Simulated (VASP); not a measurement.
A run of VASP 6.6.1 is set up as follows.

The input INCAR:

```
SYSTEM = ZrS
PREC = Accurate ; ENCUT = 520
EDIFF = 1E-6 ; ISMEAR = 0
SIGMA = 0.15 ; LREAL = .False.
LASPH = .True. ; NELM = 100
ALGO = Normal ; ISIF = 2
LWAVE = .False. ; LCHARG = .False.
GGA = PS ; NBANDS = 16
```

The input KPOINTS:

```
regular mesh
0
Gamma
  20 20 20
  0 0 0
```

File POSCAR:

```
ZrS
1.0
    0.0000000000      2.5572445965      2.5572445965
    2.5830753500     -0.0258307535      2.5830753500
    2.5830753500      2.5830753500     -0.0258307535
Zr S
1 1
Direct
    0.0000000000      0.0000000000      0.0000000000
    0.5000000000      0.5000000000      0.5000000000
```

Potentials or basis: VASP PAW PBE potentials, release 64 (Zr_sv, S).

Run with:

```console
$ cat potpaw_PBE.64/Zr_sv/POTCAR potpaw_PBE.64/S/POTCAR > POTCAR
$ mpirun -np 1 vasp_std > vasp.out
```

Question: What does it give for the band gap on the k mesh?

Answer: Zero (band 9 reaches 12.75 eV, above the bottom of band 10 at 9.74 eV).

Question: Predict the pressure.

Answer: 0.2 GPa.

Stress tensor (GPa, compression positive):
```
0.23 0.00 0.00
0.00 0.24 0.59
0.00 0.59 0.24
```

Caveat: the cell differs from its parent crystal (strain -0.0200 x Voigt [0, 0, 0, 1, 0, 0]); the PAW data sets were made with another functional, which shifts forces and pressure a little.
